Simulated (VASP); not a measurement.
The system is HfC.

```
Hf C
1.0
     3.42554    0.00000    0.00000
    -1.71277    2.96660    0.00000
     0.00000    0.00000    4.77436
Hf C
2 2
Direct
  0.33333 0.66667 0.25000
  0.66667 0.33333 0.75000
  0.00000 0.00000 0.00000
  0.00000 0.00000 0.50000
```

- Program: VASP 6.6.1
- Task: relaxation of cell and atoms
- Functional: PBE
- Potentials or basis: VASP PAW PBE potentials, release 64 (Hf_pv, C)
- Cutoff: 600 eV
- k mesh: 12 × 12 × 8
- Occupations: gaussian, width 0.05 eV
- Spin: no spin polarisation

At the start: pressure 6.3 GPa; volume 12.13 Å³/atom.

Where does the relaxation end?

Over 8 steps the energy falls by 86.9 meV/atom and the volume is 12.51 Å³/atom (+3.2 %); space group P6_3/mmc (No. 194, to 0.1 Å) before and after.

Step by step:
| step | energy change (eV) | largest force (eV/Å) | pressure (GPa) | volume (Å³) |
| --- | --- | --- | --- | --- |
| 1 | 0.0000 | 0.0000 | 6.35 | 48.52 |
| 2 | -0.2777 | 0.0000 | -8.06 | 51.83 |
| 3 | -0.2786 | 0.0000 | -7.29 | 51.63 |
| 4 | -0.2969 | 0.0000 | 6.69 | 48.77 |
| 5 | -0.3473 | 0.0000 | -0.30 | 50.10 |
| 6 | -0.3473 | 0.0000 | -0.45 | 50.13 |
| 7 | -0.3474 | 0.0000 | 0.17 | 49.99 |
| 8 | -0.3475 | 0.0000 | -0.07 | 50.05 |

Final structure:
```cif
data_structure
_symmetry_space_group_name_H-M 'P 1'
_symmetry_Int_Tables_number 1
_cell_length_a 3.3270
_cell_length_b 3.3270
_cell_length_c 5.2210
_cell_angle_alpha 90.000
_cell_angle_beta 90.000
_cell_angle_gamma 120.000
_cell_volume 50.05
loop_
_atom_site_label
_atom_site_type_symbol
_atom_site_fract_x
_atom_site_fract_y
_atom_site_fract_z
_atom_site_occupancy
Hf1 Hf 0.33333 0.66667 0.25000 1
Hf2 Hf 0.66667 0.33333 0.75000 1
C1 C 0.00000 0.00000 0.00000 1
C2 C 0.00000 0.00000 0.50000 1
```
